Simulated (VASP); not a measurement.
# SnO2 (Pnnm) in VASP: further runs, part 2 of 2

VASP 6.6.1. The steps go on from the part before.

**3. Single point, PBEsol (atoms displaced along a vibrational mode)**

Contents of INCAR:

```
  PREC = Accurate
  ENCUT = 520
  EDIFF = 1E-6
  ISMEAR = 0
  SIGMA = 0.05
  LREAL = F
  LASPH = T
  NELM = 80
  ALGO = Normal
  ISIF = 2
  LWAVE = F
  LCHARG = T
  GGA = PS
  LELF = T
  LVHAR = T
  NBANDS = 35
```

Contents of KPOINTS:

```
regular mesh
0
Gamma
  6 6 8
```

Contents of POSCAR:

```
SnO2
1.0
    4.7687243422      0.0000000000      0.0000000000
    0.0000000000      4.7687243422      0.0000000000
    0.0000000000      0.0000000000      3.2113691866
Sn O
2 4
Direct
    0.0000000000      0.0000000000      0.0000000000
    0.5000000000      0.5000000000      0.5000000000
    0.2619623263      0.3506338085      0.0000000000
    0.2380376737      0.8506338085      0.5000000000
    0.7380376737      0.6493661915      0.0000000000
    0.7619623263      0.1493661915      0.5000000000
```

Potentials or basis: VASP PAW PBE potentials, release 64 (Sn_d, O).

Run with:

```console
$ cat potpaw_PBE.64/Sn_d/POTCAR potpaw_PBE.64/O/POTCAR > POTCAR
$ mpirun -np 1 vasp_std > vasp.out
```

OUTCAR:

```text
PREC = Accurate
   ENCUT = 520
   EDIFF = 1E-6
   ISMEAR = 0
   LREAL = F
   LASPH = T
   NELM = 80
   ISIF = 2
   GGA = PS

 ion  position               nearest neighbor table
   1  0.000  0.000  0.000-   3 2.09   5 2.09   4 2.09   6 2.09   4 2.09   6 2.09   2 3.73   2 3.73
                             2 3.73   2 3.73   2 3.73   2 3.73   2 3.73   2 3.73
   2  0.500  0.500  0.500-   4 2.09   6 2.09   5 2.09   3 2.09   3 2.09   5 2.09   1 3.73   1 3.73
                             1 3.73   1 3.73   1 3.73   1 3.73   1 3.73   1 3.73
   3  0.262  0.351  0.000-   1 2.09   2 2.09   2 2.09
   4  0.238  0.851  0.500-   2 2.09   1 2.09   1 2.09
   5  0.738  0.649  0.000-   1 2.09   2 2.09   2 2.09
   6  0.762  0.149  0.500-   2 2.09   1 2.09   1 2.09

  LATTYP: Found a simple tetragonal cell.
 ALAT       =     4.7687243422
 C/A-ratio  =     0.6734231120

  Lattice vectors:

 A1 = (   4.7687243422,   0.0000000000,   0.0000000000)
 A2 = (   0.0000000000,   4.7687243422,   0.0000000000)
 A3 = (   0.0000000000,   0.0000000000,   3.2113691866)

Analysis of symmetry for initial positions (statically):
=====================================================================
 Subroutine PRICEL returns:
 Original cell was already a primitive cell.

 Routine SETGRP: Setting up the symmetry group for a
 simple tetragonal supercell.

 Subroutine GETGRP returns: Found  8 space group operations
 (whereof  4 operations were pure point group operations)
 out of a pool of 16 trial point group operations.

The static configuration has the point symmetry C_2h.
 The point group associated with its full space group is D_2h.

Analysis of symmetry for dynamics (positions and initial velocities):
=====================================================================
 Subroutine PRICEL returns:
 Original cell was already a primitive cell.

 Routine SETGRP: Setting up the symmetry group for a
 simple tetragonal supercell.

 Subroutine GETGRP returns: Found  8 space group operations
 (whereof  4 operations were pure point group operations)
 out of a pool of 16 trial point group operations.

The dynamic configuration has the point symmetry C_2h.
 The point group associated with its full space group is D_2h.

[... 131 lines left out ...]
   GGA     = PS    functional components
   LHFCALC =     F    Hartree Fock is set to
   AEXX    =    0.0000 exact exchange contribution
   IVDW    =     0    specifies the selected vdW correction
   LEPSILON=     F    determine dielectric tensor
   LRPA    =     F    only Hartree local field effects (RPA)
 non-spin polarized calculation
 Gauss-broadening in eV      SIGMA  =   0.05
  energy-cutoff  :      520.00
  volume of cell :       73.03
 maximum number of plane-waves:      1994
   NGX = 17   NGY = 17   NGZ = 11

 number of electron      52.0000014 magnetization

 Free energy of the ion-electron system (eV)
  ---------------------------------------------------
  ext. energy  EPLUGINS =         0.00000000
  ---------------------------------------------------
  free energy    TOTEN  =       -39.50007671 eV

  energy without entropy =      -39.50007671  energy(sigma->0) =      -39.50007671

 E-fermi :   5.8117     XC(G=0): -11.4687

 val. band max:        5.5090379761   @ k =   0.3333   0.0000   0.0000
 cond. band min:       6.7549804872   @ k =   0.0000   0.0000   0.0000
 fundamental gap:      1.2459425111
 Fermi energy:         5.8116720913

 k-point     1 :       0.0000    0.0000    0.0000
  band No.  band energies     occupation
      1     -15.1430      2.00000
      2     -14.4487      2.00000
      3     -14.2513      2.00000
      4     -14.2177      2.00000
      5     -14.2042      2.00000
      6     -14.1428      2.00000
[... 901 lines left out ...]
     34      17.2973      0.00000
     35      18.2036      0.00000

 [... further k-points ...]

------------------------ aborting loop because EDIFF is reached ----------------------------------------

  FORCE on cell =-STRESS in cart. coord.  units (eV):
  Direction    XX          YY          ZZ          XY          YZ          ZX
  --------------------------------------------------------------------------------------
  -------------------------------------------------------------------------------------
  Total       -1.9589497     -0.7423393     -1.4303849      0.0000000      0.0000000      0.0000000
  in kB      -42.9773072    -16.2861484    -31.3811478      0.0000000      0.0000000      0.0000000
  external PRESSURE =     -30.2148678 kB  Pullay stress =       0.0000000 kB

 VOLUME and BASIS-vectors are now :
 -----------------------------------------------------------------------------
  energy-cutoff  :      520.00
  volume of cell :       73.03
      direct lattice vectors                 reciprocal lattice vectors
     4.768724342  0.000000000  0.000000000     0.209699687  0.000000000  0.000000000
     0.000000000  4.768724342  0.000000000     0.000000000  0.209699687  0.000000000
     0.000000000  0.000000000  3.211369187     0.000000000  0.000000000  0.311393659

 POSITION                                       TOTAL-FORCE (eV/Angst)
 -----------------------------------------------------------------------------------
      0.00000      0.00000      0.00000         0.000000      0.000000      0.000000
      2.38436      2.38436      1.60568         0.000000      0.000000      0.000000
      1.24923      1.67208      0.00000         0.421511     -0.129885      0.000000
      1.13514      4.05644      1.60568        -0.421511     -0.129885     -0.000000
      3.51950      3.09665      0.00000        -0.421511      0.129885     -0.000000
      3.63359      0.71229      1.60568         0.421511      0.129885      0.000000
 -----------------------------------------------------------------------------------
    total drift:                               -0.000000      0.000000      0.000000

  FREE ENERGIE OF THE ION-ELECTRON SYSTEM (eV)
  ---------------------------------------------------
  free  energy   TOTEN  =       -39.5000767071 eV

  energy  without entropy=      -39.5000767071  energy(sigma->0) =      -39.50007671
```

Wall time 2.5 min (1 thread of Intel Xeon 8259CL, shared host); peak memory 0.28 GiB.

What came out:

| Item | Value |
| --- | --- |
| Free energy | -39.5001 eV |
| Pressure | -3.0 GPa |
| Largest force | 0.441 eV/Å |
| Band gap on the k mesh | 1.25 eV (least direct gap 1.43 eV) |

Forces on the atoms (eV/Å):
```
Sn   0.000  0.000  0.000
Sn   0.000  0.000  0.000
O    0.422 -0.130  0.000
O   -0.422 -0.130  0.000
O   -0.422  0.130  0.000
O    0.422  0.130  0.000
```

Stress tensor (GPa, compression positive):
```
-4.30  0.00  0.00
 0.00 -1.63  0.00
 0.00  0.00 -3.14
```

Caveat: the cell differs from its parent crystal (atoms displaced along a vibrational mode); the cell stands under tension; the PAW data sets were made with another functional, which shifts forces and pressure a little; spin-orbit coupling is left out, which moves the levels of the heavy elements. A k mesh can miss the band edges.

**4. Single point, PBEsol (atoms displaced along a vibrational mode)**

Contents of INCAR:

```
SYSTEM = SnO2
ALGO = Normal
EDIFF = 1E-7
ENCUT = 520
GGA = PS
ISIF = 2
ISMEAR = 0
LASPH = .True.
LCHARG = .True.
LELF = .True.
LREAL = .False.
LVHAR = .True.
LWAVE = .False.
NBANDS = 35
NELM = 100
PREC = Accurate
SIGMA = 0.05
```

Contents of KPOINTS:

```
k-points
0
Gamma
  6 6 8
  0 0 0
```

Contents of POSCAR:

```
SnO2
1.0
    4.7687243422      0.0000000000      0.0000000000
    0.0000000000      4.7687243422      0.0000000000
    0.0000000000      0.0000000000      3.2113691866
Sn O
2 4
Direct
    0.0000000000      0.0000000000      0.0000000000
    0.5000000000      0.5000000000      0.5000000000
    0.2841301969      0.3284659379      0.0000000000
    0.2158698031      0.8284659379      0.5000000000
    0.7158698031      0.6715340621      0.0000000000
    0.7841301969      0.1715340621      0.5000000000
```

Potentials or basis: VASP PAW PBE potentials, release 64 (Sn_d, O).

Run with:

```console
$ cat potpaw_PBE.64/Sn_d/POTCAR potpaw_PBE.64/O/POTCAR > POTCAR
$ mpirun -np 1 vasp_std > vasp.out
```

OUTCAR:

```text
SYSTEM = SnO2
   EDIFF = 1E-7
   ENCUT = 520
   GGA = PS
   ISIF = 2
   ISMEAR = 0
   LASPH = .True.
   LREAL = .False.
   NELM = 100
   PREC = Accurate

 ion  position               nearest neighbor table
   1  0.000  0.000  0.000-   3 2.07   5 2.07   4 2.08   6 2.08   4 2.08   6 2.08   2 3.73   2 3.73
                             2 3.73   2 3.73   2 3.73   2 3.73   2 3.73   2 3.73
   2  0.500  0.500  0.500-   4 2.07   6 2.07   5 2.08   3 2.08   3 2.08   5 2.08   1 3.73   1 3.73
                             1 3.73   1 3.73   1 3.73   1 3.73   1 3.73   1 3.73
   3  0.284  0.328  0.000-   1 2.07   2 2.08   2 2.08
   4  0.216  0.828  0.500-   2 2.07   1 2.08   1 2.08
   5  0.716  0.672  0.000-   1 2.07   2 2.08   2 2.08
   6  0.784  0.172  0.500-   2 2.07   1 2.08   1 2.08

  LATTYP: Found a simple tetragonal cell.
 ALAT       =     4.7687243422
 C/A-ratio  =     0.6734231120

  Lattice vectors:

 A1 = (   4.7687243422,   0.0000000000,   0.0000000000)
 A2 = (   0.0000000000,   4.7687243422,   0.0000000000)
 A3 = (   0.0000000000,   0.0000000000,   3.2113691866)

Analysis of symmetry for initial positions (statically):
[... 188 lines left out ...]
 Fermi energy:         5.8391776822

 k-point     1 :       0.0000    0.0000    0.0000
  band No.  band energies     occupation
      1     -15.2033      2.00000
      2     -14.4675      2.00000
      3     -14.2356      2.00000
      4     -14.2104      2.00000
      5     -14.2029      2.00000
      6     -14.1372      2.00000
[... 901 lines left out ...]
     34      17.5358      0.00000
     35      17.9291      0.00000

 [... further k-points ...]

------------------------ aborting loop because EDIFF is reached ----------------------------------------

  FORCE on cell =-STRESS in cart. coord.  units (eV):
  Direction    XX          YY          ZZ          XY          YZ          ZX
  --------------------------------------------------------------------------------------
  -------------------------------------------------------------------------------------
  Total       -0.5322045      0.1929280     -0.0557766     -0.0000000      0.0000000      0.0000000
  in kB      -11.6760092      4.2326377     -1.2236798     -0.0000000      0.0000000      0.0000000
  external PRESSURE =      -2.8890171 kB  Pullay stress =       0.0000000 kB

 VOLUME and BASIS-vectors are now :
 -----------------------------------------------------------------------------
  energy-cutoff  :      520.00
  volume of cell :       73.03
      direct lattice vectors                 reciprocal lattice vectors
     4.768724342  0.000000000  0.000000000     0.209699687  0.000000000  0.000000000
     0.000000000  4.768724342  0.000000000     0.000000000  0.209699687  0.000000000
     0.000000000  0.000000000  3.211369187     0.000000000  0.000000000  0.311393659

 POSITION                                       TOTAL-FORCE (eV/Angst)
 -----------------------------------------------------------------------------------
      0.00000      0.00000      0.00000         0.000000      0.000000      0.000000
      2.38436      2.38436      1.60568         0.000000      0.000000      0.000000
      1.35494      1.56636      0.00000         0.107473     -0.055375      0.000000
      1.02942      3.95073      1.60568        -0.107473     -0.055375     -0.000000
      3.41379      3.20236      0.00000        -0.107473      0.055375     -0.000000
      3.73930      0.81800      1.60568         0.107473      0.055375      0.000000
 -----------------------------------------------------------------------------------
    total drift:                                0.000000      0.000000      0.000000

  FREE ENERGIE OF THE ION-ELECTRON SYSTEM (eV)
  ---------------------------------------------------
  free  energy   TOTEN  =       -39.6395117550 eV

  energy  without entropy=      -39.6395117550  energy(sigma->0) =      -39.63951176
```

OSZICAR:

```text
N       E                     dE             d eps       ncg     rms          rms(c)
DAV:   1     0.629443763103E+03    0.62944E+03   -0.25445E+04  6223   0.231E+03
DAV:   2     0.567146451984E+02   -0.57273E+03   -0.53991E+03  6000   0.605E+02
DAV:   3    -0.398647783068E+02   -0.96579E+02   -0.94697E+02  6093   0.207E+02
DAV:   4    -0.449444296126E+02   -0.50797E+01   -0.50377E+01  7119   0.510E+01
DAV:   5    -0.450765576932E+02   -0.13213E+00   -0.13194E+00  6931   0.873E+00    0.148E+01
DAV:   6    -0.396415770298E+02    0.54350E+01   -0.15023E+01  8898   0.617E+01    0.604E+00
DAV:   7    -0.396956743484E+02   -0.54097E-01   -0.17553E+00  6386   0.733E+00    0.313E+00
DAV:   8    -0.396493453681E+02    0.46329E-01   -0.18261E-01  8438   0.374E+00    0.694E-01
DAV:   9    -0.396389963686E+02    0.10349E-01   -0.31424E-02  9110   0.288E+00    0.119E-01
DAV:  10    -0.396394663572E+02   -0.46999E-03   -0.35616E-03  7532   0.523E-01    0.439E-02
DAV:  11    -0.396395127724E+02   -0.46415E-04   -0.14049E-04  8859   0.101E-01    0.200E-02
DAV:  12    -0.396395138657E+02   -0.10933E-05   -0.88489E-06  8475   0.232E-02    0.122E-02
DAV:  13    -0.396395117485E+02    0.21172E-05   -0.78279E-06  8058   0.356E-02    0.211E-03
DAV:  14    -0.396395117550E+02   -0.65511E-08   -0.60886E-07  6828   0.615E-03
   1 F= -.39639512E+02 E0= -.39639512E+02  d E =-.801439E-11
```

stdout:

```text
POSCAR found type information on POSCAR SnO
 POSCAR found :  2 types and       6 ions
 scaLAPACK will be used
 -----------------------------------------------------------------------------
|                                                                             |
|                                                                             |
|     You enforced a specific xc type in the INCAR file but a different       |
|     I HOPE YOU KNOW WHAT YOU ARE DOING!                                     |
|                                                                             |
 -----------------------------------------------------------------------------

 LDA part: xc-table for (Slater+PW92), standard interpolation
 POSCAR, INCAR and KPOINTS ok, starting setup
 FFT: planning ... GRIDC
 FFT: planning ... GRID_SOFT
 FFT: planning ... GRID
 WAVECAR not read
 entering main loop
```

Run time: 2.6 min. Hardware: 1 thread of Intel Xeon 8259CL, shared host; peak memory 0.28 GiB.

Results:

| Quantity | Value |
| --- | --- |
| Free energy | -39.6395 eV |
| Pressure | -0.3 GPa |
| Largest force | 0.121 eV/Å |
| Band gap on the k mesh | 1.10 eV |

Forces on the atoms (eV/Å):
```
Sn   0.000  0.000  0.000
Sn   0.000  0.000  0.000
O    0.107 -0.055  0.000
O   -0.107 -0.055  0.000
O   -0.107  0.055  0.000
O    0.107  0.055  0.000
```

Caveat: the cell differs from its parent crystal (atoms displaced along a vibrational mode); the PAW data sets were made with another functional, which shifts forces and pressure a little; spin-orbit coupling is left out, which moves the levels of the heavy elements.

**5. The runs side by side**

| cell | gap on the mesh (eV) | pressure (GPa) | largest force (eV/Å) |
| --- | --- | --- | --- |
| as given, atomic positions A | 0.38 | -8.4 | 2.27 |
| as given, atomic positions B | 1.25 | -3.0 | 0.44 |
| as given, atomic positions C | 1.10 | -0.3 | 0.12 |

Alike in all rows: task single point; level PBEsol; potentials or basis VASP PAW PBE potentials, release 64 (Sn_d, O); no spin polarisation; k mesh 6 × 6 × 8; cutoff (eV) 520; smearing gaussian 0.05 eV.

Caveats: the PAW data sets were made with another functional, which shifts forces and pressure a little; spin-orbit coupling is left out, which moves the levels of the heavy elements; the stress differs along the axes, from -11 to -6 GPa (at least some runs); semilocal functionals underestimate gaps, and a narrow one can read as zero (at least some runs); the cell stands under tension (at least some runs).

Absolute energies hang on the potentials; compare differences alone.
